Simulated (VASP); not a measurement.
# Ta in VASP: further runs, part 2 of 2

VASP 6.6.1. Earlier steps stand in the parts before.

## 3. Single point, PBE

INCAR reads:

```
SYSTEM = Ta
ALGO = Normal
DIPOL = 0.5 0.5 0.263
EDIFF = 1E-7
ENCUT = 520
GGA = PE
IDIPOL = 3
ISIF = 2
ISMEAR = -1
LASPH = .TRUE.
LCHARG = .FALSE.
LDIPOL = .TRUE.
LREAL = .FALSE.
LWAVE = .FALSE.
NBANDS = 18
NELM = 60
PREC = Accurate
SIGMA = 0.05
```

KPOINTS reads:

```
k-points
0
G
  10 10 1
  0 0 0
```

POSCAR reads:

```
Ta
1.0
    2.7189800000      0.0000000000      0.0000000000
    0.0000000000      2.7189800000      0.0000000000
    0.0000000000      0.0000000000     28.4866400000
Ta
2
Direct
    1.0000000000      0.5000000000      0.3026400000
    0.5000000000      0.0000000000      0.2239200000
```

Potentials or basis: VASP PAW PBE potentials, release 64 (Ta_pv).

Command:

```sh
$ cat potpaw_PBE.64/Ta_pv/POTCAR > POTCAR
$ mpirun -np 1 vasp_std > vasp.out
```

It took 43 s on 1 thread of Intel Xeon 6975P-C (Granite Rapids), shared host; peak memory 0.29 GiB.

Results (log left out):

- Free energy: -21.1612 eV
- Largest force: 0.068 eV/Å
- Band gap on the k mesh: zero (band 11 reaches -1.16 eV, above the bottom of band 12 at -3.21 eV)

Forces in eV/Å, atoms in the order of the input:
```
Ta   0.000  0.000 -0.068
Ta   0.000  0.000  0.068
```

Levels at points of the mesh, in eV from the Fermi level:
| k point | band 8 | band 9 | band 10 | band 11 | band 12 | band 13 | band 14 | band 15 |
| --- | --- | --- | --- | --- | --- | --- | --- | --- |
| (0.00, 0.00, 0.00) | -5.17 | -3.25 | -1.90 | -0.96 | -0.07 | 0.89 | 2.38 | 2.38 |
| (0.50, 0.00, 0.00) | -3.85 | -1.41 | -1.41 | 0.26 | 0.26 | 2.01 | 2.01 | 3.39 |
| (0.50, 0.50, 0.00) | -4.17 | -2.50 | -2.50 | 1.57 | 1.57 | 3.03 | 3.03 | 6.28 |

Caveat: spin-orbit coupling is left out, which moves the levels of the heavy elements.

## 4. Single point, LDA

INCAR reads:

```
PREC = Accurate
ENCUT = 520
EDIFF = 1E-6
ISMEAR = -1
SIGMA = 0.05
LREAL = False
LASPH = True
NELM = 60
ALGO = Normal
ISIF = 2
LWAVE = False
LCHARG = False
LDIPOL = True
IDIPOL = 3
DIPOL = 0.5 0.5 0.263
GGA = CA
NBANDS = 18
```

KPOINTS reads:

```
Automatic mesh
0
Gamma
  10 10 1
```

POSCAR is that of step 3.

Potentials or basis: VASP PAW LDA potentials, release 64 (Ta_pv).

Command:

```sh
$ cat potpaw_LDA.64/Ta_pv/POTCAR > POTCAR
$ mpirun -np 1 vasp_std > vasp.out
```

OUTCAR:

```text
PREC = Accurate
   ENCUT = 520
   EDIFF = 1E-6
   ISMEAR = -1
   LREAL = False
   LASPH = True
   NELM = 60
   ISIF = 2
   GGA = CA

 ion  position               nearest neighbor table
   1  0.000  0.500  0.303-   2 2.95   2 2.95   2 2.95   2 2.95
   2  0.500  0.000  0.224-   1 2.95   1 2.95   1 2.95   1 2.95

  LATTYP: Found a simple tetragonal cell.
 ALAT       =     2.7189800000
 C/A-ratio  =    10.4769582711

  Lattice vectors:

 A1 = (   2.7189800000,   0.0000000000,   0.0000000000)
 A2 = (   0.0000000000,   2.7189800000,   0.0000000000)
[... 629 lines left out ...]
  FORCE on cell =-STRESS in cart. coord.  units (eV):
  Direction    XX          YY          ZZ          XY          YZ          ZX
  --------------------------------------------------------------------------------------
  -------------------------------------------------------------------------------------
  Total       -2.5149959     -2.5149959     -1.3356071      0.0000000     -0.0000000      0.0000000
  in kB      -19.1335086    -19.1335086    -10.1609902      0.0000000     -0.0000000      0.0000000
  external PRESSURE =     -16.1426692 kB  Pullay stress =       0.0000000 kB

 VOLUME and BASIS-vectors are now :
 -----------------------------------------------------------------------------
  energy-cutoff  :      520.00
  volume of cell :      210.60
      direct lattice vectors                 reciprocal lattice vectors
     2.718980000  0.000000000  0.000000000     0.367784978  0.000000000  0.000000000
     0.000000000  2.718980000  0.000000000     0.000000000  0.367784978  0.000000000
     0.000000000  0.000000000 28.486640000     0.000000000  0.000000000  0.035104175

 POSITION                                       TOTAL-FORCE (eV/Angst)
 -----------------------------------------------------------------------------------
      0.00000      1.35949      8.62120         0.000000     -0.000000     -0.591321
      1.35949      0.00000      6.37873        -0.000000      0.000000      0.591321
 -----------------------------------------------------------------------------------
    total drift:                                0.000000      0.000000     -0.000005

  FREE ENERGIE OF THE ION-ELECTRON SYSTEM (eV)
  ---------------------------------------------------
  free  energy   TOTEN  =       -22.9340908898 eV

  energy  without entropy=      -22.9188403316  energy(sigma->0) =      -22.92646561

 vacuum level on the upper side and lower side of the slab         1.925         1.925
```

OSZICAR:

```text
N       E                     dE             d eps       ncg     rms          rms(c)
DAV:   1     0.120683225071E+03    0.12068E+03   -0.11708E+04   948   0.929E+02
DAV:   2    -0.190112655606E+02   -0.13969E+03   -0.13785E+03  1084   0.224E+02
DAV:   3    -0.245777623012E+02   -0.55665E+01   -0.54716E+01   964   0.418E+01
DAV:   4    -0.246672795082E+02   -0.89517E-01   -0.88740E-01  1018   0.568E+00
[... 12 lines left out ...]
DAV:  17    -0.229340726433E+02   -0.30117E-04   -0.29316E-06   684   0.390E-03    0.113E-03
DAV:  18    -0.229340754700E+02   -0.28267E-05   -0.50388E-08   582   0.135E-03    0.434E-04
DAV:  19    -0.229340878313E+02   -0.12361E-04   -0.71095E-07   612   0.146E-03    0.273E-04
DAV:  20    -0.229340900848E+02   -0.22534E-05   -0.93602E-08   598   0.107E-03    0.134E-04
DAV:  21    -0.229340908898E+02   -0.80502E-06   -0.19755E-08   510   0.424E-04
   1 F= -.22934091E+02 E0= -.22926466E+02  d E =-.152506E-01
```

Wall time 46 s (1 thread of Intel Xeon 6975P-C (Granite Rapids), shared host); peak memory 0.25 GiB.

Results:

- Free energy: -22.9341 eV
- Largest force: 0.591 eV/Å
- Band gap on the k mesh: zero (band 11 reaches -1.42 eV, above the bottom of band 12 at -3.41 eV)

Forces on the atoms (eV/Å):
```
Ta   0.000  0.000 -0.591
Ta   0.000  0.000  0.591
```

Levels at points of the mesh, in eV from the Fermi level:
| k point | band 8 | band 9 | band 10 | band 11 | band 12 | band 13 | band 14 | band 15 |
| --- | --- | --- | --- | --- | --- | --- | --- | --- |
| (0.00, 0.00, 0.00) | -5.14 | -3.27 | -1.94 | -0.97 | -0.12 | 0.97 | 2.32 | 2.32 |
| (0.50, 0.00, 0.00) | -3.83 | -1.44 | -1.44 | 0.31 | 0.31 | 1.92 | 1.92 | 3.40 |
| (0.50, 0.50, 0.00) | -4.19 | -2.52 | -2.52 | 1.53 | 1.53 | 2.95 | 2.95 | 6.37 |

Caveat: spin-orbit coupling is left out, which moves the levels of the heavy elements.

## 5. Single point, PBEsol

INCAR reads:

```
  ALGO = Normal
  DIPOL = 0.5 0.5 0.263
  EDIFF = 1E-6
  ENCUT = 520
  GGA = PS
  IDIPOL = 3
  ISIF = 2
  ISMEAR = -1
  LASPH = True
  LCHARG = False
  LDIPOL = True
  LREAL = False
  LWAVE = False
  NBANDS = 18
  NELM = 60
  PREC = Accurate
  SIGMA = 0.05
```

KPOINTS reads:

```
k-points
0
Gamma
  10 10 1
```

POSCAR is that of step 4.

Potentials or basis: VASP PAW PBE potentials, release 64 (Ta_pv).

Command:

```sh
$ cat potpaw_PBE.64/Ta_pv/POTCAR > POTCAR
$ mpirun -np 1 vasp_std > vasp.out
```

OUTCAR:

```text
EDIFF = 1E-6
   ENCUT = 520
   GGA = PS
   ISIF = 2
   ISMEAR = -1
   LASPH = True
   LREAL = False
   NELM = 60
   PREC = Accurate

 ion  position               nearest neighbor table
   1  0.000  0.500  0.303-   2 2.95   2 2.95   2 2.95   2 2.95
   2  0.500  0.000  0.224-   1 2.95   1 2.95   1 2.95   1 2.95

  LATTYP: Found a simple tetragonal cell.
 ALAT       =     2.7189800000
 C/A-ratio  =    10.4769582711

  Lattice vectors:

 A1 = (   2.7189800000,   0.0000000000,   0.0000000000)
 A2 = (   0.0000000000,   2.7189800000,   0.0000000000)
 A3 = (   0.0000000000,   0.0000000000,  28.4866400000)

[... 628 lines left out ...]
  Direction    XX          YY          ZZ          XY          YZ          ZX
  --------------------------------------------------------------------------------------
  -------------------------------------------------------------------------------------
  Total       -1.4132977     -1.4132977     -0.9403234      0.0000000     -0.0000000      0.0000000
  in kB      -10.7520425    -10.7520425     -7.1537636      0.0000000     -0.0000000      0.0000000
  external PRESSURE =      -9.5526162 kB  Pullay stress =       0.0000000 kB

 VOLUME and BASIS-vectors are now :
 -----------------------------------------------------------------------------
  energy-cutoff  :      520.00
  volume of cell :      210.60
      direct lattice vectors                 reciprocal lattice vectors
     2.718980000  0.000000000  0.000000000     0.367784978  0.000000000  0.000000000
     0.000000000  2.718980000  0.000000000     0.000000000  0.367784978  0.000000000
     0.000000000  0.000000000 28.486640000     0.000000000  0.000000000  0.035104175

 POSITION                                       TOTAL-FORCE (eV/Angst)
 -----------------------------------------------------------------------------------
      0.00000      1.35949      8.62120         0.000000      0.000000     -0.414840
      1.35949      0.00000      6.37873         0.000000     -0.000000      0.414840
 -----------------------------------------------------------------------------------
    total drift:                                0.000000      0.000000      0.000019

  FREE ENERGIE OF THE ION-ELECTRON SYSTEM (eV)
  ---------------------------------------------------
  free  energy   TOTEN  =       -22.4409550052 eV

  energy  without entropy=      -22.4270481811  energy(sigma->0) =      -22.43400159

 vacuum level on the upper side and lower side of the slab         1.886         1.886
```

OSZICAR:

```text
N       E                     dE             d eps       ncg     rms          rms(c)
DAV:   1     0.120691425500E+03    0.12069E+03   -0.11733E+04   948   0.930E+02
DAV:   2    -0.187100782102E+02   -0.13940E+03   -0.13760E+03  1084   0.225E+02
DAV:   3    -0.241503349010E+02   -0.54403E+01   -0.53436E+01   970   0.416E+01
DAV:   4    -0.242376709843E+02   -0.87336E-01   -0.86622E-01  1000   0.572E+00
[... 12 lines left out ...]
DAV:  17    -0.224409290214E+02   -0.23653E-04   -0.19789E-06   684   0.388E-03    0.999E-04
DAV:  18    -0.224409424252E+02   -0.13404E-04   -0.45599E-07   644   0.255E-03    0.648E-04
DAV:  19    -0.224409504628E+02   -0.80376E-05   -0.23728E-07   614   0.133E-03    0.308E-04
DAV:  20    -0.224409541430E+02   -0.36802E-05   -0.15163E-07   616   0.165E-03    0.325E-04
DAV:  21    -0.224409550052E+02   -0.86227E-06   -0.25097E-08   532   0.853E-04
   1 F= -.22440955E+02 E0= -.22434002E+02  d E =-.139068E-01
```

Wall time 40 s (1 thread of Intel Xeon 6975P-C (Granite Rapids), shared host); peak memory 0.3 GiB.

What came out:

| Quantity | Value |
| --- | --- |
| Free energy | -22.4410 eV |
| Largest force | 0.415 eV/Å |
| Band gap on the k mesh | zero (band 11 reaches -1.27 eV, above the bottom of band 12 at -3.32 eV) |

Forces on the atoms (eV/Å):
```
Ta   0.000  0.000 -0.415
Ta   0.000  0.000  0.415
```

Levels at points of the mesh, in eV from the Fermi level:
```csv
k point,band 7,band 8,band 9,band 10,band 11,band 12,band 13,band 14,band 15,band 16
"(0.00, 0.00, 0.00)",-7.19,-5.19,-3.25,-1.91,-0.96,-0.08,0.90,2.37,2.37,4.47
"(0.50, 0.00, 0.00)",-3.86,-3.86,-1.42,-1.42,0.27,0.27,1.98,1.98,3.39,3.39
"(0.50, 0.50, 0.00)",-4.19,-4.19,-2.51,-2.51,1.56,1.56,3.01,3.01,6.29,6.29
```

Caveat: the PAW data sets were made with another functional, which shifts forces and pressure a little; spin-orbit coupling is left out, which moves the levels of the heavy elements.

## 6. The runs side by side

```csv
level,potentials or basis,dipole correction,gap on the mesh (eV),largest force (eV/Å)
PBE,"VASP PAW PBE potentials, release 64 (Ta_pv)",no,none,0.07
PBE,"VASP PAW PBE potentials, release 64 (Ta_pv)",yes,none,0.07
LDA,"VASP PAW LDA potentials, release 64 (Ta_pv)",yes,none,0.59
PBEsol,"VASP PAW PBE potentials, release 64 (Ta_pv)",yes,none,0.41
```

Alike in all rows: task single point; no spin polarisation; cell as given; k mesh 10 × 10 × 1; cutoff (eV) 520; smearing fermi-dirac 0.05 eV.

Caveats: spin-orbit coupling is left out, which moves the levels of the heavy elements; the PAW data sets were made with another functional, which shifts forces and pressure a little (some runs).

Absolute energies hang on the potentials; compare differences alone.
